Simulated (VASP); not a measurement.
Set up this calculation in VASP 6.6.1, as the native input.

```
Task                   : relaxation of cell and atoms
Functional             : PBEsol
Potentials or basis    : VASP PAW PBE potentials, release 64 (Pb_d, Se)
Cutoff                 : 600 eV
k mesh                 : 6 × 6 × 6
Occupations            : gaussian, width 0.05 eV
Spin                   : no spin polarisation
Dipole correction      : no
Further INCAR settings : ALGO = Normal; EDIFF = 1e-06; IBRION = 2; EDIFFG = -0.01; NSW = 80; ISIF = 3
```

The structure of PbSe lies in POSCAR:

```
PbSe
1.0
    5.1175807461      0.0000000000      0.0000000000
    0.0000000000      5.1175807461      0.0000000000
    0.0000000000      0.0000000000      6.4485777211
Pb Se
2 2
Direct
    0.5000000000      0.0000000000      0.2368000000
    0.0000000000      0.5000000000      0.7632000000
    0.0000000000      0.0000000000      0.0000000000
    0.5000000000      0.5000000000      0.0000000000
```

The input as run:

INCAR

```
PREC = Accurate ; ENCUT = 600
EDIFF = 1E-6 ; ISMEAR = 0
SIGMA = 0.05 ; LREAL = F
LASPH = T ; NELM = 100
ALGO = Normal ; ISIF = 3
LWAVE = F ; LCHARG = F
GGA = PS ; IBRION = 2
NSW = 80 ; EDIFFG = -0.01
```

KPOINTS

```
Automatic mesh
0
Gamma
  6 6 6
```

Potentials or basis: VASP PAW PBE potentials, release 64 (Pb_d, Se).

Run with:

```bash
$ cat potpaw_PBE.64/Pb_d/POTCAR potpaw_PBE.64/Se/POTCAR > POTCAR
$ mpirun -np 1 vasp_std > vasp.out
```

It gave:

```yaml
Relaxed_volume: 27.51 Å³/atom
Relaxed_cell: a = 5.247 Å, b = 5.247 Å, c = 3.996 Å, α = 90.00°, β = 90.00°, γ = 90.00°
Space_group_after_relaxing_to_0.05_Å: P4/nmm (No. 129)
Energy_gained_by_relaxing: 182.9 meV/atom
Ionic_steps: 37
Pressure_after_relaxing: 0.0 GPa
Band_gap_on_the_k_mesh: 0.17 eV, indirect (least direct gap 0.53 eV)
```

Caveat: the volume moved by over 15 % at a fixed basis, so the end points are rough; the PAW data sets were made with another functional, which shifts forces and pressure a little; spin-orbit coupling is left out, which moves the levels of the heavy elements.

Wall time 60 min on 1 thread of AMD EPYC 7R43 64-Core Processor (Zen 3), with other jobs on the host, peak memory 0.45 GiB.
